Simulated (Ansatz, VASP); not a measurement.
**Ti in VASP and in Ansatz**

INCAR

```
PREC     = Accurate       # precision mode
ENCUT    = 520            # plane-wave cutoff, eV
EDIFF    = 1E-6           # SCF threshold, eV
ISMEAR   = 0              # smearing method
SIGMA    = 0.15           # smearing width, eV
LREAL    = F              # projectors in reciprocal space
LASPH    = T              # aspherical terms in the spheres
NELM     = 100            # most SCF steps
ALGO     = Fast           # electronic algorithm
ISIF     = 2              # what is computed and relaxed
LWAVE    = F              # write WAVECAR
LCHARG   = F              # write CHGCAR
GGA      = PE             # functional
NBANDS   = 12             # bands
```

File KPOINTS:

```
regular mesh
0
Gamma
  22 22 22
```

The input POSCAR:

```
Ti
1.0
   -1.4546735723      1.4546735723      1.8202330410
    1.4546735723     -1.4546735723      1.8202330410
    1.4546735723      1.4546735723     -1.8202330410
Ti
1
Direct
    0.0000000000      0.0000000000      0.0000000000
```

Input for Ansatz:

```yaml
crystal:
  lattice:
    - [-1.4546735723, 1.4546735723, 1.820233041]
    - [1.4546735723, -1.4546735723, 1.820233041]
    - [1.4546735723, 1.4546735723, -1.820233041]
  atoms:
    - { symbol: Ti, position: [0.0, 0.0, 0.0] }
basis:
  ecutwfc: 520.0
kpoints:
  mp_grid: { grid: [22, 22, 22] }
hamiltonian:
  xc: pbe
  pseudopotentials: { kind: paw, azcp: { folder: soft_1 } }
scf:
  occupations: { method: gaussian, width: 0.15 }
output:
  forces: true
  stress: true
  eigenvalues: true
  write_density: true
  write_potential: true
  elf: true
  volumetric_format: npy
```

Alike in both runs: task single point; functional PBE; k mesh 22 × 22 × 22; occupations gaussian, width 0.15 eV; no spin polarisation.

|  | VASP | Ansatz |
| --- | --- | --- |
| version | VASP 6.6.1 | Ansatz 0.2.0 |
| potentials or method | VASP PAW PBE potentials, release 64 (Ti_sv), cutoff 520 eV | scalar-relativistic, plane waves, PAW |
| valence electrons in the cell | 12 | 12 |

Ansatz gave:

* gap on the k mesh at the Fermi level (eV): none
* pressure (GPa): 15.7
* traceless stress, the component that is largest in VASP (GPa): 2.04

Q: Which values does VASP return?

A: gap on the k mesh at the Fermi level (eV): none; pressure (GPa): 15.3; traceless stress, the component that is largest in VASP (GPa): 2.08.

A gap of «none» marks a metal or a gap that the smearing closes. The functional is the same, so the differences come from potentials, cutoffs and numerics.
